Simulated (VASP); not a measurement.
# Hg (P6_3/mmc) in VASP: single point with PBEsol

Aim: the single point of Hg with PBEsol.

Everything below comes from runs of VASP 6.6.1. Logs are shortened: lines on timing, memory, paths and dates and some standing lists are left out, and cuts for length are marked.

### 1 The cell of the first run

It takes space group P6_3/mmc (No. 194, hexagonal). The conventional cell has a = 2.577 Å, b = 2.577 Å, c = 4.194 Å, α = 90.00°, β = 90.00°, γ = 120.00°. Hg (site symmetry -6m2) has 12 Hg at 2.57 to 2.58 Å within 3.4 Å.

### 2 Single point, PBEsol

INCAR

```
PREC = Accurate
ENCUT = 520
EDIFF = 1E-6
ISMEAR = -1
SIGMA = 0.05
LREAL = False
LASPH = True
NELM = 100
ALGO = Normal
ISIF = 2
LWAVE = False
LCHARG = False
GGA = PS
NBANDS = 19
```

KPOINTS

```
Automatic mesh
0
Gamma
  17 17 9
```

POSCAR

```
Hg
1.0
    2.5773879356      0.0000000000      0.0000000000
   -1.2886939678      2.2320834276      0.0000000000
    0.0000000000      0.0000000000      4.1943885066
Hg
2
Direct
    0.3333333333      0.6666666667      0.2500000000
    0.6666666667      0.3333333333      0.7500000000
```

Potentials or basis: VASP PAW PBE potentials, release 64 (Hg).

Launch:

```
$ cat potpaw_PBE.64/Hg/POTCAR > POTCAR
$ mpirun -np 1 vasp_std > vasp.out
```

OUTCAR:

```text
PREC = Accurate
   ENCUT = 520
   EDIFF = 1E-6
   ISMEAR = -1
   LREAL = False
   LASPH = True
   NELM = 100
   ISIF = 2
   GGA = PS

 ion  position               nearest neighbor table
   1  0.333  0.667  0.250-   2 2.57   2 2.57   2 2.57   2 2.57   2 2.57   2 2.57   2 3.64   2 3.64
                             2 3.64   2 3.64   2 3.64   2 3.64
   2  0.667  0.333  0.750-   1 2.57   1 2.57   1 2.57   1 2.57   1 2.57   1 2.57   1 3.64   1 3.64
                             1 3.64   1 3.64   1 3.64   1 3.64

  LATTYP: Found a hexagonal cell.
 ALAT       =     2.5773879356
 C/A-ratio  =     1.6273795841

  Lattice vectors:

 A1 = (   2.5773879356,   0.0000000000,   0.0000000000)
 A2 = (  -1.2886939678,   2.2320834276,   0.0000000000)
 A3 = (   0.0000000000,   0.0000000000,   4.1943885066)

Analysis of symmetry for initial positions (statically):
=====================================================================
 Subroutine PRICEL returns:
 Original cell was already a primitive cell.

 Routine SETGRP: Setting up the symmetry group for a
 hexagonal supercell.

 Subroutine GETGRP returns: Found 24 space group operations
 (whereof 12 operations were pure point group operations)
 out of a pool of 24 trial point group operations.

The static configuration has the point symmetry D_3d.
 The point group associated with its full space group is D_6h.

Analysis of symmetry for dynamics (positions and initial velocities):
=====================================================================
 Subroutine PRICEL returns:
 Original cell was already a primitive cell.

 Routine SETGRP: Setting up the symmetry group for a
 hexagonal supercell.

 Subroutine GETGRP returns: Found 24 space group operations
 (whereof 12 operations were pure point group operations)
 out of a pool of 24 trial point group operations.

The dynamic configuration has the point symmetry D_3d.
 The point group associated with its full space group is D_6h.

 Subroutine INISYM returns: Found 24 space group operations
 (whereof 12 operations are pure point group operations),
 and found     1 'primitive' translations

----------------------------------------------------------------------------------------

                                     Primitive cell

  volume of cell :      24.1301

  direct lattice vectors                    reciprocal lattice vectors
     2.577387936  0.000000000  0.000000000     0.387989711  0.224005964  0.000000000
    -1.288693968  2.232083428  0.000000000     0.000000000  0.448011928  0.000000000
     0.000000000  0.000000000  4.194388507     0.000000000  0.000000000  0.238413776

  length of vectors
     2.577387936  2.577387936  4.194388507     0.448011928  0.448011928  0.238413776

  position of ions in fractional coordinates (direct lattice)
     0.333333333  0.666666667  0.250000000
     0.666666667  0.333333333  0.750000000

  ion indices of the primitive-cell ions
   primitive index   ion index
                 1           1
                 2           2

----------------------------------------------------------------------------------------

 KPOINTS: Automatic mesh

Automatic generation of k-mesh.
 Grid dimensions read from file:
 generate k-points for:   17   17    9

 Generating k-lattice:

  Cartesian coordinates                     Fractional coordinates (reciprocal lattice)
     0.022822924  0.013176821  0.000000000     0.058823529  0.000000000  0.000000000
     0.000000000  0.026353643  0.000000000     0.000000000  0.058823529  0.000000000
     0.000000000  0.000000000  0.026490420     0.000000000  0.000000000  0.111111111

  Length of vectors
     0.026353643  0.026353643  0.026490420

  Shift w.r.t. Gamma in fractional coordinates (k-lattice)
     0.000000000  0.000000000  0.000000000

 Subroutine IBZKPT returns following result:
 ===========================================

 Found    165 irreducible k-points:

 Following reciprocal coordinates:
            Coordinates               Weight
  0.000000  0.000000  0.000000      1.000000
  0.058824  0.000000  0.000000      6.000000
  0.117647  0.000000  0.000000      6.000000
  0.176471  0.000000  0.000000      6.000000
  0.235294  0.000000  0.000000      6.000000
  0.294118  0.000000  0.000000      6.000000
[... 16 lines left out ...]
  0.411765  0.117647  0.000000     12.000000
  0.176471  0.176471  0.000000      6.000000
 [... further k-points ...]
   k-points           NKPTS =    165   k-points in BZ     NKDIM =    165   number of bands    NBANDS=     19
   number of dos      NEDOS =    301   number of ions     NIONS =      2
   total plane-waves  NPLWV =  12800
   dimension x,y,z NGX =    20 NGY =   20 NGZ =   32
   dimension x,y,z NGXF=    40 NGYF=   40 NGZF=   64
   ions per type =               2
   NGX,Y,Z   is equivalent  to a cutoff of  12.90, 12.90, 12.68 a.u.
   NGXF,Y,Z  is equivalent  to a cutoff of  25.80, 25.80, 25.37 a.u.
 SYSTEM =  unknown system
   PREC   = accura    normal or accurate (medium, high low for compatibility)
   ISTART =      0    job   : 0-new  1-cont  2-samecut
   ICHARG =      2    charge: 1-file 2-atom 10-const
   ISPIN  =      1    spin polarized calculation?
   LNONCOLLINEAR =      F non collinear calculations
   LSORBIT =      F    spin-orbit coupling
   LASPH  =      T    aspherical Exc in radial PAW
   ENCUT  =  520.0 eV  38.22 Ry    6.18 a.u.   4.79  4.79  7.80*2*pi/ulx,y,z
   NELM   =    100;   NELMIN=  2; NELMDL= -5     # of ELM steps
   EDIFF  = 0.1E-05   stopping-criterion for ELM
   LREAL  =      F    real-space projection
   EDIFFG = 0.1E-04   stopping-criterion for IOM
   NSW    =      0    number of steps for IOM
   IBRION =     -1    ionic relax: 0-MD 1-quasi-New 2-CG
   NFREE  =      0    steps in history (QN), initial steepest desc. (CG)
   ISIF   =      2    stress and relaxation
   ISYM   =      2    0-nonsym 1-usesym 2-fastsym
   POTIM  = 0.5000    time-step for ionic-motion
   TEBEG  =    0.0;   TEEND  =   0.0 temperature during run
   PSTRESS=    0.0 pullay stress
   NELECT =      24.0000    total number of electrons
   NUPDOWN=      -1.0000    fix difference up-down
   EMIN   =  10.00;   EMAX   =-10.00  energy-range for DOS
   EFERMI =   0.00;   METHOD = LEGACY
   ISMEAR =    -1;   SIGMA  =   0.05  broadening in eV -4-tet -1-fermi 0-gaus
   EFERMI_NEDOS =   21; number of points for ismear=-14 and -15
   IALGO  =     38    algorithm
   IMIX   =      4    mixing-type and parameters
     AMIX     =   0.40;   BMIX     =  1.00
     AMIX_MAG =   1.60;   BMIX_MAG =  1.00
  volume/ion in A,a.u.               =      12.07        81.42
  Fermi-wavevector in a.u.,A,eV,Ry     =   1.634151  3.088098 36.333689  2.670451
  Thomas-Fermi vector in A             =   2.725838
   LORBIT       =      0    0 simple, 1 ext, 2 COOP (PROOUT), +10 PAW based schemes
   GGA     = PS    functional components
   LHFCALC =     F    Hartree Fock is set to
   AEXX    =    0.0000 exact exchange contribution
   IVDW    =     0    specifies the selected vdW correction
   LEPSILON=     F    determine dielectric tensor
   LRPA    =     F    only Hartree local field effects (RPA)
 non-spin polarized calculation
  energy-cutoff  :      520.00
  volume of cell :       24.13
 maximum number of plane-waves:       664
 NGX is ok and might be reduce to    20
   NGX =  9   NGY =  9   NGZ = 15

 number of electron      24.0000002 magnetization

 Free energy of the ion-electron system (eV)
  ---------------------------------------------------
  ext. energy  EPLUGINS =         0.00000000
  ---------------------------------------------------
  free energy    TOTEN  =         6.87077970 eV

  energy without entropy =        6.87205982  energy(sigma->0) =        6.87141976

 E-fermi :  12.5128     XC(G=0): -15.0379

 val. band max:       12.4680363717   @ k =   0.2941   0.0588   0.0000
 cond. band min:      12.5712013086   @ k =   0.2941   0.0000   0.0000
 fundamental gap:      0.1031649369
 Fermi energy:        12.5127732529

 k-point     1 :       0.0000    0.0000    0.0000
  band No.  band energies     occupation
      1      -6.1846      2.00000
      2      -3.7074      2.00000
      3      -0.1313      2.00000
      4       0.0158      2.00000
      5       0.0158      2.00000
      6       0.5739      2.00000
[... 11 lines left out ...]
     18      30.5694      0.00000
     19      33.3080      0.00000

 k-point     2 :       0.0588    0.0000    0.0000
  band No.  band energies     occupation
      1      -6.0394      2.00000
      2      -3.5901      2.00000
      3      -0.3151      2.00000
      4       0.1261      2.00000
      5       0.1870      2.00000
      6       0.5196      2.00000
[... 11 lines left out ...]
     18      29.6798      0.00000
     19      31.2840      0.00000

 k-point     3 :       0.1176    0.0000    0.0000
  band No.  band energies     occupation
      1      -5.6187      2.00000
      2      -3.2694      2.00000
      3      -0.5893      2.00000
      4       0.3051      2.00000
      5       0.4497      2.00000
      6       0.5411      2.00000
[... 11 lines left out ...]
     18      29.2508      0.00000
     19      29.2959      0.00000

 k-point     4 :       0.1765    0.0000    0.0000
  band No.  band energies     occupation
      1      -4.9735      2.00000
      2      -2.8668      2.00000
      3      -0.8166      2.00000
      4       0.0771      2.00000
      5       0.1301      2.00000
      6       0.8016      2.00000
[... 407 lines left out ...]
     18      25.5236      0.00000
     19      27.9590      0.00000

 k-point    23 :       0.4118    0.1176    0.0000
  band No.  band energies     occupation
      1      -2.9529      2.00000
      2      -2.5837      2.00000
      3      -2.5720      2.00000
      4      -0.3029      2.00000
      5       0.4180      2.00000
      6       0.7656      2.00000
[... 11 lines left out ...]
     18      25.0236      0.00000
     19      27.4087      0.00000

 k-point    24 :       0.1765    0.1765    0.0000
  band No.  band energies     occupation
      1      -3.1118      2.00000
      2      -1.9574      2.00000
      3      -1.4713      2.00000
      4      -1.4306      2.00000
      5      -0.1578      2.00000
      6       0.1975      2.00000
[... 11 lines left out ...]
     18      27.5827      0.00000
     19      28.8666      0.00000

 [... further k-points ...]

------------------------ aborting loop because EDIFF is reached ----------------------------------------

  FORCE on cell =-STRESS in cart. coord.  units (eV):
  Direction    XX          YY          ZZ          XY          YZ          ZX
  --------------------------------------------------------------------------------------
  -------------------------------------------------------------------------------------
  Total       36.6357749     36.6357749     36.5844966      0.0000000      0.0000000      0.0000000
  in kB     2432.5237812   2432.5237812   2429.1190367      0.0000000      0.0000000      0.0000000
  external PRESSURE =    2431.3888664 kB  Pullay stress =       0.0000000 kB

 VOLUME and BASIS-vectors are now :
 -----------------------------------------------------------------------------
  energy-cutoff  :      520.00
  volume of cell :       24.13
      direct lattice vectors                 reciprocal lattice vectors
     2.577387936  0.000000000  0.000000000     0.387989711  0.224005964  0.000000000
    -1.288693968  2.232083428  0.000000000     0.000000000  0.448011928  0.000000000
     0.000000000  0.000000000  4.194388507     0.000000000  0.000000000  0.238413776

 POSITION                                       TOTAL-FORCE (eV/Angst)
 -----------------------------------------------------------------------------------
     -0.00000      1.48806      1.04860         0.000000      0.000000     -0.000000
      1.28869      0.74403      3.14579        -0.000000     -0.000000      0.000000
 -----------------------------------------------------------------------------------
    total drift:                               -0.000000      0.000000     -0.000000

  FREE ENERGIE OF THE ION-ELECTRON SYSTEM (eV)
  ---------------------------------------------------
  free  energy   TOTEN  =         6.8707797040 eV

  energy  without entropy=        6.8720598228  energy(sigma->0) =        6.87141976
```

Run time: 23 s. Hardware: 1 thread of Intel Xeon 6975P-C (Granite Rapids), shared host; peak memory 0.18 GiB.

Results:

```
Free energy            : 6.8708 eV
Pressure               : 243.1 GPa
Band gap on the k mesh : zero (band 12 reaches 13.46 eV, above the bottom of band 13 at 11.96 eV)
```

Levels at points of the mesh, in eV from the Fermi level:
| k point | band 10 | band 11 | band 12 | band 13 | band 14 | band 15 |
| --- | --- | --- | --- | --- | --- | --- |
| (0.00, 0.00, 0.00) | -8.77 | -8.77 | -7.28 | -0.52 | 11.52 | 14.15 |

Caveat: the PAW data sets were made with another functional, which shifts forces and pressure a little; spin-orbit coupling is left out, which moves the levels of the heavy elements.
